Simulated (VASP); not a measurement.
# GeH2W12C12 in VASP: further runs

The runs below take GeH2W12C12 through single point, with PBE.

Program: VASP 6.6.1. These are calculated values, not measurements. Logs are shortened: lines on timing, memory, paths and dates and some standing lists are left out, and cuts for length are marked.

## Step 1: The cell of the first run

The cell holds a slab with vacuum, 27 atoms: a = 5.795 Å, b = 5.795 Å, c = 19.074 Å, α = 90.00°, β = 90.00°, γ = 120.00°.

## Step 2: Single point, PBE

INCAR reads:

```
ALGO = Normal
EDIFF = 1E-6
ENCUT = 520
GGA = PE
ISIF = 2
ISMEAR = 0
LASPH = True
LCHARG = False
LREAL = Auto
LWAVE = False
NBANDS = 135
NELM = 60
PREC = Accurate
SIGMA = 0.1
```

KPOINTS reads:

```
k-points
0
Gamma
  3 3 1
```

POSCAR reads:

```
GeH2W12C12
1.0
    5.7948000000      0.0000000000      0.0000000000
   -2.8974000000      5.0184440000      0.0000000000
    0.0000000000      0.0000000000     19.0742500000
W C Ge H
12 12 1 2
Direct
    0.0000000000      0.0000000000      0.0524267009
    0.0001042666      0.0004539256      0.2017625857
   -0.0010970663     -0.0045617725      0.3524715257
    0.0000000000      0.5000000000      0.0524267009
   -0.0000771575      0.5000731302      0.2016290549
   -0.0008136679      0.5008590312      0.3523546666
    0.5000000000      0.0000000000      0.0524267009
    0.4997909217      0.0002020547      0.2020203678
    0.5006944125     -0.0006543861      0.3531606747
    0.5000000000      0.5000000000      0.0524267009
    0.4995418366      0.4998906035      0.2017634245
    0.5046058610      0.5011503566      0.3524680656
    0.3333333001      0.1666666002      0.1266026187
    0.3340605053      0.1659169655      0.2750559000
    0.3302008703      0.1698795483      0.4260124513
    0.3333333001      0.6666666002      0.1266026187
    0.3356580536      0.6689902288      0.2745669686
    0.3368076461      0.6668395622      0.4176365519
    0.8333333001      0.1666666002      0.1266026187
    0.8309790121      0.1643284253      0.2745752520
    0.8331955700      0.1632207114      0.4176511265
    0.8333333001      0.6666666002      0.1266026187
    0.8325034579      0.6674915571      0.2735807699
    0.8338065026      0.6661993239      0.4117420082
    0.1517348135      0.3483553866      0.4751199654
    0.3965214668      1.1035609842      0.4717692177
    0.1463318283      0.3538329809      0.5564245514
```

Potentials or basis: VASP PAW PBE potentials, release 64 (W_sv, C, Ge_d, H).

Command:

```
cat potpaw_PBE.64/W_sv/POTCAR potpaw_PBE.64/C/POTCAR potpaw_PBE.64/Ge_d/POTCAR potpaw_PBE.64/H/POTCAR > POTCAR
mpirun -np 1 vasp_std > vasp.out
```

OUTCAR:

```text
EDIFF = 1E-6
   ENCUT = 520
   GGA = PE
   ISIF = 2
   ISMEAR = 0
   LASPH = True
   LREAL = Auto
   NELM = 60
   PREC = Accurate

 ion  position               nearest neighbor table
   1  0.000  0.000  0.052-  13 2.19  19 2.19  22 2.19   2 2.85  10 2.90   4 2.90   4 2.90  10 2.90
                             7 2.90   7 2.90
   2  0.000  0.000  0.202-  23 2.16  20 2.17  14 2.18  19 2.20  13 2.20  22 2.20   1 2.85   3 2.87
                            11 2.89   5 2.90   8 2.90   8 2.90   5 2.90  11 2.90
   3  0.999  0.995  0.352-  24 2.00  21 2.08  15 2.18  23 2.23  14 2.24  20 2.25  12 2.86   6 2.87
                             2 2.87   9 2.90   9 2.90   6 2.93  12 2.93  25 2.94
   4  0.000  0.500  0.052-  16 2.19  22 2.19  19 2.19   5 2.85   7 2.90   1 2.90   1 2.90   7 2.90
                            10 2.90  10 2.90
   5  1.000  0.500  0.202-  23 2.17  17 2.19  20 2.19  22 2.20  19 2.20  16 2.20   4 2.85   6 2.87
                             2 2.90  11 2.90   8 2.90   8 2.90  11 2.90   2 2.90
   6  0.999  0.501  0.352-  24 2.01  18 2.10  21 2.10  17 2.25  20 2.25  23 2.25  25 2.80   3 2.87
                            12 2.87   5 2.87   9 2.90   9 2.90  12 2.93   3 2.93
   7  0.500  0.000  0.052-  13 2.19  19 2.19  16 2.19   8 2.85  10 2.90   4 2.90  10 2.90   4 2.90
                             1 2.90   1 2.90
   8  0.500  0.000  0.202-  17 2.16  20 2.16  14 2.17  13 2.20  16 2.21  19 2.21   7 2.85   9 2.88
                             2 2.90  11 2.90   5 2.90   5 2.90  11 2.90   2 2.90
   9  0.501  0.999  0.353-  18 2.07  21 2.07  15 2.20  20 2.23  17 2.24  14 2.24   8 2.88   3 2.90
                            12 2.90   6 2.90   6 2.90  12 2.90   3 2.90
  10  0.500  0.500  0.052-  16 2.19  22 2.19  13 2.19  11 2.85   1 2.90   7 2.90   7 2.90   1 2.90
                             4 2.90   4 2.90
  11  0.500  0.500  0.202-  23 2.16  17 2.17  14 2.18  16 2.20  13 2.20  22 2.20  10 2.85  12 2.87
                             2 2.89   5 2.90   8 2.90   8 2.90   5 2.90   2 2.90
  12  0.505  0.501  0.352-  24 2.00  18 2.08  15 2.18  23 2.23  14 2.24  17 2.25   3 2.86   6 2.87
                            11 2.87   9 2.90   9 2.90   6 2.93   3 2.93  25 2.94
  13  0.333  0.167  0.127-   1 2.19   7 2.19  10 2.19  11 2.20   2 2.20   8 2.20
  14  0.334  0.166  0.275-   8 2.17   2 2.18  11 2.18   3 2.24  12 2.24   9 2.24
  15  0.330  0.170  0.426-  26 1.10  25 2.02  12 2.18   3 2.18   9 2.20
  16  0.333  0.667  0.127-   4 2.19  10 2.19   7 2.19   5 2.20  11 2.20   8 2.21
  17  0.336  0.669  0.275-   8 2.16  11 2.17   5 2.19   9 2.24   6 2.25  12 2.25
  18  0.337  0.667  0.418-  25 1.94   9 2.07  12 2.08   6 2.10
  19  0.833  0.167  0.127-   1 2.19   7 2.19   4 2.19   5 2.20   2 2.20   8 2.21
  20  0.831  0.164  0.275-   8 2.16   2 2.17   5 2.19   9 2.23   6 2.25   3 2.25
  21  0.833  0.163  0.418-  25 1.94   9 2.07   3 2.08   6 2.10
  22  0.833  0.667  0.127-   4 2.19  10 2.19   1 2.19   5 2.20   2 2.20  11 2.20
  23  0.833  0.667  0.274-  11 2.16   2 2.16   5 2.17  12 2.23   3 2.23   6 2.25
  24  0.834  0.666  0.412-  12 2.00   3 2.00   6 2.01
  25  0.152  0.348  0.475-  27 1.55  18 1.94  21 1.94  15 2.02   6 2.80  12 2.94   3 2.94
  26  0.397  0.104  0.472-  15 1.10
  27  0.146  0.354  0.556-  25 1.55

  LATTYP: Found a hexagonal cell.
 ALAT       =     5.7948000000
[... 183 lines left out ...]
     AMIX     =   0.40;   BMIX     =  1.00
     AMIX_MAG =   1.60;   BMIX_MAG =  1.00
  volume/ion in A,a.u.               =      20.54       138.64
  Fermi-wavevector in a.u.,A,eV,Ry     =   1.224294  2.313581 20.393725  1.498897
  Thomas-Fermi vector in A             =   2.359374
   LORBIT       =      0    0 simple, 1 ext, 2 COOP (PROOUT), +10 PAW based schemes
   GGA     = PE    functional components
   LHFCALC =     F    Hartree Fock is set to
   AEXX    =    0.0000 exact exchange contribution
   IVDW    =     0    specifies the selected vdW correction
   LEPSILON=     F    determine dielectric tensor
   LRPA    =     F    only Hartree local field effects (RPA)
 non-spin polarized calculation
 Gauss-broadening in eV      SIGMA  =   0.10
  energy-cutoff  :      520.00
  volume of cell :      554.70
 maximum number of plane-waves:     14967
 NGX is ok and might be reduce to    48
   NGX = 21   NGY = 21   NGZ = 71

 number of electron     231.9999985 magnetization

 Free energy of the ion-electron system (eV)
  ---------------------------------------------------
  ext. energy  EPLUGINS =         0.00000000
  ---------------------------------------------------
  free energy    TOTEN  =      -265.76157372 eV

  energy without entropy =     -265.72069480  energy(sigma->0) =     -265.74113426

 E-fermi :   2.8682     XC(G=0):  -7.7597

 val. band max:        2.8661202299   @ k =   0.0000   0.3333   0.0000
 cond. band min:       2.9038827312   @ k =   0.0000   0.0000   0.0000
 fundamental gap:      0.0377625013
 Fermi energy:         2.8682494899

 k-point     1 :       0.0000    0.0000    0.0000
  band No.  band energies     occupation
      1     -71.1488      2.00000
      2     -71.0951      2.00000
      3     -71.0862      2.00000
      4     -71.0793      2.00000
      5     -71.0657      2.00000
      6     -71.0096      2.00000
[... 644 lines left out ...]
    127       4.9115      0.00000
    128       5.1220      0.00000
 [bands above 128 left out]

------------------------ aborting loop because EDIFF is reached ----------------------------------------

  FORCE on cell =-STRESS in cart. coord.  units (eV):
  Direction    XX          YY          ZZ          XY          YZ          ZX
  --------------------------------------------------------------------------------------
  -------------------------------------------------------------------------------------
  Total        9.9820581      8.9763789     -3.3119512     -0.8677882      0.0503984     -0.1000942
  in kB       28.8320600     25.9272679     -9.5662011     -2.5065094      0.1455700     -0.2891109
  external PRESSURE =      15.0643756 kB  Pullay stress =       0.0000000 kB

 VOLUME and BASIS-vectors are now :
 -----------------------------------------------------------------------------
  energy-cutoff  :      520.00
  volume of cell :      554.70
      direct lattice vectors                 reciprocal lattice vectors
     5.794800000  0.000000000  0.000000000     0.172568510  0.099632476  0.000000000
    -2.897400000  5.018444000  0.000000000     0.000000000  0.199264951  0.000000000
     0.000000000  0.000000000 19.074250000     0.000000000  0.000000000  0.052426701

 POSITION                                       TOTAL-FORCE (eV/Angst)
 -----------------------------------------------------------------------------------
      0.00000      0.00000      1.00000        -0.003633      0.023958      0.766211
     -0.00071      0.00228      3.84847         0.001185      0.002747     -0.012703
      2.90426      4.99555      6.72313        -0.005097      0.000579      0.008246
     -1.44870      2.50922      1.00000         0.027765     -0.016059      0.770046
      4.34544      2.50959      3.84592         0.003073     -0.002216     -0.005585
      4.33890      2.51353      6.72090        -0.007090      0.001417     -0.032430
[... 19 lines left out ...]
      1.99771      0.51971      8.99864         0.004169     -0.002305      0.023661
     -0.17723      1.77569     10.61338         0.004120     -0.002413     -0.018225
 -----------------------------------------------------------------------------------
    total drift:                                0.003810     -0.003471      0.050449

  FREE ENERGIE OF THE ION-ELECTRON SYSTEM (eV)
  ---------------------------------------------------
  free  energy   TOTEN  =      -265.7615737224 eV

  energy  without entropy=     -265.7206948035  energy(sigma->0) =     -265.74113426
```

stdout:

```text
POSCAR found type information on POSCAR W C GeH
 POSCAR found :  4 types and      27 ions
 scaLAPACK will be used
 LDA part: xc-table for (Slater+PW92), standard interpolation
 POSCAR, INCAR and KPOINTS ok, starting setup
 FFT: planning ... GRIDC
 FFT: planning ... GRID_SOFT
 FFT: planning ... GRID
 WAVECAR not read
 entering main loop
```

Wall time 47 min (1 thread of AMD EPYC 7R13, shared host); peak memory 0.81 GiB.

What came out:

```
Free energy            : -265.7616 eV
Largest force          : 0.843 eV/Å
Band gap on the k mesh : zero (bands 116 and 117 overlap by 0.73 eV)
```

Forces on the atoms (eV/Å):
```
W   -0.004  0.024  0.766
W    0.001  0.003 -0.013
W   -0.005  0.001  0.008
W    0.028 -0.016  0.770
W    0.003 -0.002 -0.006
W   -0.007  0.001 -0.032
W   -0.011  0.006  0.800
W    0.004 -0.002 -0.003
W   -0.014  0.008  0.005
W   -0.023 -0.009  0.766
W   -0.001 -0.003 -0.014
W   -0.003  0.000  0.008
C    0.009 -0.005 -0.819
C    0.011 -0.005 -0.016
C   -0.011  0.006  0.017
C   -0.017 -0.020 -0.843
C    0.011 -0.009  0.006
C   -0.001 -0.010  0.076
C    0.009  0.025 -0.843
C    0.017 -0.003  0.004
C    0.008  0.006  0.072
C    0.002 -0.001 -0.827
C    0.011 -0.005  0.026
C    0.000  0.002  0.081
Ge  -0.025  0.014  0.005
H    0.004 -0.002  0.024
H    0.004 -0.002 -0.018
```

Levels at points of the mesh, in eV from the Fermi level:
```tsv
k point	band 113	band 114	band 115	band 116	band 117	band 118	band 119	band 120	band 121	band 122
(0.00, 0.00, 0.00)	0.04	0.22	0.49	0.63	0.64	0.64	0.98	1.04	1.43	2.26
```

Caveat: the k points lie up to 0.42 Å⁻¹ apart, too coarse for converged energies and pressures of a metal; spin-orbit coupling is left out, which moves the levels of the heavy elements.

## Step 3: Single point, PBE

INCAR reads:

```
PREC = Accurate
ENCUT = 520
EDIFF = 1E-6
ISMEAR = 0
SIGMA = 0.1
LREAL = Auto
LASPH = T
NELM = 60
ALGO = Normal
ISIF = 2
LWAVE = F
LCHARG = T
GGA = PE
LELF = T
LVHAR = T
NBANDS = 135
```

KPOINTS reads:

```
regular mesh
0
Gamma
  3 3 1
```

POSCAR reads:

```
GeH2W12C12
1.0
    5.7948000000      0.0000000000      0.0000000000
   -2.8974000000      5.0184440000      0.0000000000
    0.0000000000      0.0000000000     19.0742500000
W C Ge H
12 12 1 2
Direct
    0.0000000000      0.0000000000      0.0524267009
    0.0000987637      0.0001115884      0.2015835485
   -0.0016531004     -0.0034452910      0.3519144396
    0.0000000000      0.5000000000      0.0524267009
    0.0005456969      0.5002568525      0.2017366869
    0.0004143170      0.4987799007      0.3534928503
    0.5000000000      0.0000000000      0.0524267009
    0.5000732942      0.0001590134      0.2021640169
    0.5002827460      0.0005537573      0.3557618779
    0.5000000000      0.5000000000      0.0524267009
    0.4997322346      0.5002185937      0.2017075376
    0.4984532556      0.4987812956      0.3534846193
    0.3333333998      0.1666667995      0.1266026187
    0.3340358335      0.1665958612      0.2744257310
    0.3281222111      0.1633711565      0.4182059059
    0.3333333998      0.6666667995      0.1266026187
    0.3337002252      0.6671992355      0.2743027904
    0.3323539359      0.6650392034      0.4130095286
    0.8333333998      0.1666667995      0.1266026187
    0.8326193096      0.1665366795      0.2744226903
    0.8351564541      0.1632424313      0.4182087893
    0.8333333998      0.6666667995      0.1266026187
    0.8334877437      0.6669395932      0.2733904085
    0.8304352198      0.6608952895      0.4112189470
    0.0676646933      0.1348669030      0.4912241897
   -0.0583330497     -0.1181425956      0.5367683657
    0.2025250070      0.4057530581      0.5299503257
```

Potentials or basis: VASP PAW PBE potentials, release 64 (W_sv, C, Ge_d, H).

Command:

```
cat potpaw_PBE.64/W_sv/POTCAR potpaw_PBE.64/C/POTCAR potpaw_PBE.64/Ge_d/POTCAR potpaw_PBE.64/H/POTCAR > POTCAR
mpirun -np 1 vasp_std > vasp.out
```

Run time: 49 min. Hardware: 1 thread of Intel Xeon 8259CL, shared host; peak memory 0.84 GiB.

Results (log left out):

| Quantity | Value |
| --- | --- |
| Free energy | -264.4344 eV |
| Largest force | 0.877 eV/Å |
| Band gap on the k mesh | zero (bands 116 and 117 overlap by 0.62 eV) |

Forces in eV/Å, atoms in the order of the input:
```
W    0.000  0.014  0.768
W   -0.007  0.000 -0.006
W   -0.011  0.013 -0.037
W   -0.001 -0.010  0.774
W    0.001 -0.005 -0.003
W    0.004 -0.016 -0.038
W    0.000  0.013  0.857
W    0.008  0.000 -0.003
W    0.009  0.026 -0.026
W    0.002 -0.009  0.771
W   -0.001  0.005  0.013
W   -0.012  0.000 -0.037
C    0.024  0.004 -0.838
C   -0.008 -0.005  0.003
C   -0.013 -0.010  0.094
C   -0.001  0.015 -0.847
C   -0.007 -0.006  0.000
C    0.011 -0.007  0.086
C   -0.023  0.006 -0.834
C    0.007  0.000  0.002
C    0.022 -0.007  0.094
C    0.002 -0.034 -0.877
C    0.002  0.006  0.010
C   -0.001 -0.004  0.096
Ge  -0.007  0.016  0.018
H   -0.003  0.025 -0.024
H    0.001 -0.029 -0.017
```

Levels at points of the mesh, in eV from the Fermi level:
| k point | band 112 | band 113 | band 114 | band 115 | band 116 | band 117 | band 118 | band 119 | band 120 | band 121 |
| --- | --- | --- | --- | --- | --- | --- | --- | --- | --- | --- |
| (0.00, 0.00, 0.00) | -0.09 | -0.02 | 0.13 | 0.47 | 0.59 | 0.62 | 0.65 | 0.98 | 1.01 | 1.20 |

Caveat: the k points lie up to 0.42 Å⁻¹ apart, too coarse for converged energies and pressures of a metal; spin-orbit coupling is left out, which moves the levels of the heavy elements.
